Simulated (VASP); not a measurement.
# CaPtCl6 (R-3) in VASP: single point with PBE

Aim: the single point of CaPtCl6 with PBE.

Everything below comes from runs of VASP 6.6.1. Logs are shortened: lines on timing, memory, paths and dates and some standing lists are left out, and cuts for length are marked.

## (1) The cell of the first run

Symmetry: R-3, No. 148, trigonal system. Conventional cell: a = 6.374 Å, b = 6.374 Å, c = 17.483 Å, α = 90.00°, β = 90.00°, γ = 120.00°. Ca (site symmetry -3) has 6 Cl at 2.81 Å within 3.7 Å. Within 3.1 Å of Pt (site symmetry -3) lie 6 Cl at 2.35 Å. Cl (site symmetry 1) has 1 Pt at 2.35 Å and 1 Ca at 2.81 Å within 3.1 Å.

## (2) Single point, PBE

File POSCAR:

```
CaPtCl6
1.0
    3.1871565445      1.8401056889      5.8276911771
   -3.1871565445      1.8401056889      5.8276911771
    0.0000000000     -3.6802113779      5.8276911771
Ca Pt Cl
1 1 6
Direct
    0.5000000000      0.5000000000      0.5000000000
    0.0000000000      0.0000000000      0.0000000000
    0.0549276585      0.3895682679      0.7874435221
    0.9450723415      0.6104317321      0.2125564779
    0.3895682679      0.7874435221      0.0549276585
    0.6104317321      0.2125564779      0.9450723415
    0.2125564779      0.9450723415      0.6104317321
    0.7874435221      0.0549276585      0.3895682679
```

File INCAR.step1:

```
SYSTEM = CaPtCl6
PREC = Accurate
ENCUT = 400
EDIFF = 1E-6
ISMEAR = 0
SIGMA = 0.02
LREAL = .False.
LASPH = .True.
NELM = 120
ALGO = Normal
ISIF = 2
LWAVE = .False.
LCHARG = .True.
LMAXMIX = 4
GGA = PE
NBANDS = 41
GGA_COMPAT = .False.
NEDOS = 2001
LORBIT = 11
```

File KPOINTS.step1:

```
Automatic mesh
0
Gamma
  6 6 6
  0 0 0
```

File INCAR.step2:

```
SYSTEM = CaPtCl6
PREC = Accurate
ENCUT = 400
EDIFF = 1E-6
ISMEAR = -5
SIGMA = 0.02
LREAL = .False.
LASPH = .True.
NELM = 120
ALGO = Normal
ISIF = 2
LWAVE = .False.
LCHARG = .False.
LMAXMIX = 4
GGA = PE
LORBIT = 11
NBANDS = 41
NEDOS = 1001
ICHARG = 11
GGA_COMPAT = .False.
```

File KPOINTS.step2:

```
Automatic mesh
0
Gamma
  9 9 9
  0 0 0
```

Potentials or basis: VASP PAW PBE potentials, release 64 (Ca_sv, Pt, Cl).

Launch:

```sh
cat potpaw_PBE.64/Ca_sv/POTCAR potpaw_PBE.64/Pt/POTCAR potpaw_PBE.64/Cl/POTCAR > POTCAR
cp INCAR.step1 INCAR
cp KPOINTS.step1 KPOINTS
mpirun -np 1 vasp_std > vasp.out
cp INCAR.step2 INCAR
cp KPOINTS.step2 KPOINTS
mpirun -np 1 vasp_std > vasp.out
```

OUTCAR:

```text
SYSTEM = CaPtCl6
   PREC = Accurate
   ENCUT = 400
   EDIFF = 1E-6
   ISMEAR = -5
   LREAL = .False.
   LASPH = .True.
   NELM = 120
   ISIF = 2
   GGA = PE
   LORBIT = 11
   ICHARG = 11

 ion  position               nearest neighbor table
   1  0.500  0.500  0.500-   7 2.81   8 2.81   3 2.81   4 2.81   5 2.81   6 2.81
   2  0.000  0.000  0.000-   5 2.35   6 2.35   3 2.35   4 2.35   7 2.35   8 2.35
   3  0.055  0.390  0.787-   2 2.35   1 2.81
   4  0.945  0.610  0.213-   2 2.35   1 2.81
   5  0.390  0.787  0.055-   2 2.35   1 2.81
   6  0.610  0.213  0.945-   2 2.35   1 2.81
   7  0.213  0.945  0.610-   2 2.35   1 2.81
   8  0.787  0.055  0.390-   2 2.35   1 2.81

  LATTYP: Found a trigonal (rhomboedric) cell.
 ALAT       =     6.8924553130
 COS(alpha) =     0.5723496141

  Lattice vectors:

 A1 = (   3.1871565445,   1.8401056889,   5.8276911771)
 A2 = (  -3.1871565445,   1.8401056889,   5.8276911771)
 A3 = (   0.0000000000,  -3.6802113779,   5.8276911771)

Analysis of symmetry for initial positions (statically):
=====================================================================
 Subroutine PRICEL returns:
 Original cell was already a primitive cell.

 Routine SETGRP: Setting up the symmetry group for a
 trigonal (rhombohedral) supercell.

 Subroutine GETGRP returns: Found  6 space group operations
 (whereof  6 operations were pure point group operations)
 out of a pool of 12 trial point group operations.

The static configuration has the point symmetry S_6 .

Analysis of symmetry for dynamics (positions and initial velocities):
=====================================================================
 Subroutine PRICEL returns:
 Original cell was already a primitive cell.

 Routine SETGRP: Setting up the symmetry group for a
 trigonal (rhombohedral) supercell.

 Subroutine GETGRP returns: Found  6 space group operations
 (whereof  6 operations were pure point group operations)
 out of a pool of 12 trial point group operations.

The dynamic configuration has the point symmetry S_6 .

 Subroutine INISYM returns: Found  6 space group operations
 (whereof  6 operations are pure point group operations),
 and found     1 'primitive' translations

----------------------------------------------------------------------------------------

                                     Primitive cell

  volume of cell :     205.0661

  direct lattice vectors                    reciprocal lattice vectors
     3.187156545  1.840105689  5.827691177     0.156879649  0.090574508  0.057198181
    -3.187156545  1.840105689  5.827691177    -0.156879649  0.090574508  0.057198181
     0.000000000 -3.680211378  5.827691177     0.000000000 -0.181149015  0.057198181

  length of vectors
     6.892455313  6.892455313  6.892455313     0.189964727  0.189964727  0.189964727

  position of ions in fractional coordinates (direct lattice)
     0.500000000  0.500000000  0.500000000
     0.000000000  0.000000000  0.000000000
     0.054927658  0.389568268  0.787443522
     0.945072342  0.610431732  0.212556478
     0.389568268  0.787443522  0.054927658
     0.610431732  0.212556478  0.945072342
     0.212556478  0.945072342  0.610431732
     0.787443522  0.054927658  0.389568268

  ion indices of the primitive-cell ions
   primitive index   ion index
                 1           1
                 2           2
                 3           3
                 4           4
                 5           5
                 6           6
                 7           7
                 8           8

----------------------------------------------------------------------------------------

 KPOINTS: Automatic mesh

Automatic generation of k-mesh.
 Grid dimensions read from file:
 generate k-points for:    9    9    9

 Generating k-lattice:

  Cartesian coordinates                     Fractional coordinates (reciprocal lattice)
     0.017431072  0.010063834  0.006355353     0.111111111  0.000000000  0.000000000
    -0.017431072  0.010063834  0.006355353     0.000000000  0.111111111  0.000000000
     0.000000000 -0.020127668  0.006355353     0.000000000  0.000000000  0.111111111

  Length of vectors
     0.021107192  0.021107192  0.021107192

  Shift w.r.t. Gamma in fractional coordinates (k-lattice)
     0.000000000  0.000000000  0.000000000

 TETIRR: Found    711 inequivalent tetrahedra from     4374

 Subroutine IBZKPT returns following result:
 ===========================================

 Found    125 irreducible k-points:

 Following reciprocal coordinates:
            Coordinates               Weight
  0.000000  0.000000  0.000000      1.000000
  0.111111  0.000000  0.000000      6.000000
  0.222222  0.000000  0.000000      6.000000
  0.333333  0.000000  0.000000      6.000000
  0.444444  0.000000  0.000000      6.000000
  0.111111  0.111111  0.000000      6.000000
[... 16 lines left out ...]
  0.444444  0.222222  0.000000      6.000000
 -0.444444 -0.000000 -0.222222      6.000000
 [... further k-points ...]
   k-points           NKPTS =    125   k-points in BZ     NKDIM =    125   number of bands    NBANDS=     41
   number of dos      NEDOS =   1001   number of ions     NIONS =      8
   total plane-waves  NPLWV = 110592
   dimension x,y,z NGX =    48 NGY =   48 NGZ =   48
   dimension x,y,z NGXF=    96 NGYF=   96 NGZF=   96
   ions per type =               1   1   6
   NGX,Y,Z   is equivalent  to a cutoff of  11.58, 11.58, 11.58 a.u.
   NGXF,Y,Z  is equivalent  to a cutoff of  23.16, 23.16, 23.16 a.u.
 SYSTEM =  CaPtCl6
   PREC   = accura    normal or accurate (medium, high low for compatibility)
   ISTART =      0    job   : 0-new  1-cont  2-samecut
   ICHARG =     11    charge: 1-file 2-atom 10-const
   ISPIN  =      1    spin polarized calculation?
   LNONCOLLINEAR =      F non collinear calculations
   LSORBIT =      F    spin-orbit coupling
   LASPH  =      T    aspherical Exc in radial PAW
   ENCUT  =  400.0 eV  29.40 Ry    5.42 a.u.  11.24 11.24 11.24*2*pi/ulx,y,z
   NELM   =    120;   NELMIN=  2; NELMDL=  0     # of ELM steps
   EDIFF  = 0.1E-05   stopping-criterion for ELM
   LREAL  =      F    real-space projection
   EDIFFG = 0.1E-04   stopping-criterion for IOM
   NSW    =      0    number of steps for IOM
   IBRION =     -1    ionic relax: 0-MD 1-quasi-New 2-CG
   NFREE  =      0    steps in history (QN), initial steepest desc. (CG)
   ISIF   =      2    stress and relaxation
   ISYM   =      2    0-nonsym 1-usesym 2-fastsym
   POTIM  = 0.5000    time-step for ionic-motion
   TEBEG  =    0.0;   TEEND  =   0.0 temperature during run
   PSTRESS=    0.0 pullay stress
   NELECT =      62.0000    total number of electrons
   NUPDOWN=      -1.0000    fix difference up-down
   EMIN   =  10.00;   EMAX   =-10.00  energy-range for DOS
   EFERMI =   0.00;   METHOD = LEGACY
   ISMEAR =    -5;   SIGMA  =   0.02  broadening in eV -4-tet -1-fermi 0-gaus
   EFERMI_NEDOS =   21; number of points for ismear=-14 and -15
   IALGO  =     38    algorithm
   IMIX   =      4    mixing-type and parameters
     AMIX     =   0.40;   BMIX     =  1.00
     AMIX_MAG =   1.60;   BMIX_MAG =  1.00
  volume/ion in A,a.u.               =      25.63       172.98
  Fermi-wavevector in a.u.,A,eV,Ry     =   1.098772  2.076377 16.426300  1.207299
  Thomas-Fermi vector in A             =   2.235155
   LORBIT       =     11    0 simple, 1 ext, 2 COOP (PROOUT), +10 PAW based schemes
   GGA     = PE    functional components
   LHFCALC =     F    Hartree Fock is set to
   AEXX    =    0.0000 exact exchange contribution
   IVDW    =     0    specifies the selected vdW correction
   LEPSILON=     F    determine dielectric tensor
   LRPA    =     F    only Hartree local field effects (RPA)
 non-spin polarized calculation
 Fermi weights with tetrahedron method with Bloechl corrections
  energy-cutoff  :      400.00
  volume of cell :      205.07
 maximum number of plane-waves:      3769
 NGX is ok and might be reduce to    48

 number of electron      62.0000004 magnetization

 Free energy of the ion-electron system (eV)
  ---------------------------------------------------
  ext. energy  EPLUGINS =         0.00000000
  ---------------------------------------------------
  free energy    TOTEN  =       -28.02614288 eV

  energy without entropy =      -28.02614288  energy(sigma->0) =      -28.02614288

 E-fermi :   0.8436     XC(G=0):  -8.5305

 val. band max:        0.8290198928   @ k =   0.4444   0.0000   0.0000
 cond. band min:       2.5180726770   @ k =   0.4444   0.4444   0.0000
 fundamental gap:      1.6890527842
 Fermi energy:         0.8436460071

 k-point     1 :       0.0000    0.0000    0.0000
  band No.  band energies     occupation
      1     -38.7692      2.00000
      2     -19.7838      2.00000
      3     -19.7838      2.00000
      4     -19.7548      2.00000
      5     -13.7371      2.00000
      6     -12.9120      2.00000
[... 33 lines left out ...]
     40       8.3310      0.00000
     41       8.9852      0.00000

 k-point     2 :       0.1111    0.0000    0.0000
  band No.  band energies     occupation
      1     -38.7692      2.00000
      2     -19.7839      2.00000
      3     -19.7838      2.00000
      4     -19.7548      2.00000
      5     -13.7172      2.00000
      6     -12.9152      2.00000
[... 957 lines left out ...]
     40       8.2409      0.00000
     41       9.2830      0.00000

 k-point    24 :      -0.4444   -0.0000   -0.2222
  band No.  band energies     occupation
      1     -38.7692      2.00000
      2     -19.7849      2.00000
      3     -19.7843      2.00000
      4     -19.7548      2.00000
      5     -13.5360      2.00000
      6     -12.9396      2.00000
[... 33 lines left out ...]
     40       8.3732      0.00000
     41       9.0749      0.00000

 [... further k-points ...]

------------------------ aborting loop because EDIFF is reached ----------------------------------------

  FORCE on cell =-STRESS in cart. coord.  units (eV):
  Direction    XX          YY          ZZ          XY          YZ          ZX
  --------------------------------------------------------------------------------------
  -------------------------------------------------------------------------------------
  Total       -0.2063679     -0.2063679     -0.2224045     -0.0000073      0.0000000      0.0000000
  in kB       -1.6123482     -1.6123482     -1.7376415     -0.0000567      0.0000000      0.0000000
  external PRESSURE =      -1.6541126 kB  Pullay stress =       0.0000000 kB

 VOLUME and BASIS-vectors are now :
 -----------------------------------------------------------------------------
  energy-cutoff  :      400.00
  volume of cell :      205.07
      direct lattice vectors                 reciprocal lattice vectors
     3.187156545  1.840105689  5.827691177     0.156879649  0.090574508  0.057198181
    -3.187156545  1.840105689  5.827691177    -0.156879649  0.090574508  0.057198181
     0.000000000 -3.680211378  5.827691177     0.000000000 -0.181149015  0.057198181

 POSITION                                       TOTAL-FORCE (eV/Angst)
 -----------------------------------------------------------------------------------
      0.00000     -0.00000      8.74154        -0.000000      0.000000      0.000000
      0.00000      0.00000      0.00000        -0.000000      0.000000      0.000000
     -1.06655     -2.08004      7.17936         0.011048     -0.029407     -0.024449
      1.06655      2.08004     10.30371        -0.011048      0.029407      0.024449
     -1.26809      1.96368      7.17936        -0.030991      0.005135     -0.024449
      1.26809     -1.96368     10.30371         0.030991     -0.005135      0.024449
     -2.33464     -0.11636     10.30371        -0.019943     -0.024271      0.024449
      2.33464      0.11636      7.17936         0.019943      0.024271     -0.024449
 -----------------------------------------------------------------------------------
    total drift:                                0.000000      0.000000      0.000000

  FREE ENERGIE OF THE ION-ELECTRON SYSTEM (eV)
  ---------------------------------------------------
  free  energy   TOTEN  =       -28.0261428838 eV

  energy  without entropy=      -28.0261428838  energy(sigma->0) =      -28.02614288

 total charge

# of ion       s       p       d       tot
------------------------------------------
    1        2.021   5.845   0.182   8.048
    2        0.599   0.692   7.855   9.145
    3        1.601   3.491   0.000   5.093
    4        1.601   3.491   0.000   5.093
    5        1.601   3.491   0.000   5.093
    6        1.601   3.491   0.000   5.093
    7        1.601   3.491   0.000   5.093
    8        1.601   3.491   0.000   5.093
--------------------------------------------------
tot         12.228  27.486   8.037  47.750
```

Run time: 13 min. Hardware: 1 thread of Intel Xeon Platinum 8488C (Sapphire Rapids), shared host; peak memory 0.74 GiB.

Results:

* Valence electrons inside the program's atomic spheres: Ca 8.05; Pt 9.14; Cl 5.09

Levels at points of the mesh, in eV from the valence-band top:
| k point | band 28 | band 29 | band 30 | band 31 | band 32 | band 33 | band 34 | band 35 |
| --- | --- | --- | --- | --- | --- | --- | --- | --- |
| (0.00, 0.00, 0.00) | -0.62 | -0.61 | -0.61 | -0.53 | 1.79 | 1.79 | 5.30 | 5.69 |

Caveat: spin-orbit coupling is left out, which moves the levels of the heavy elements.
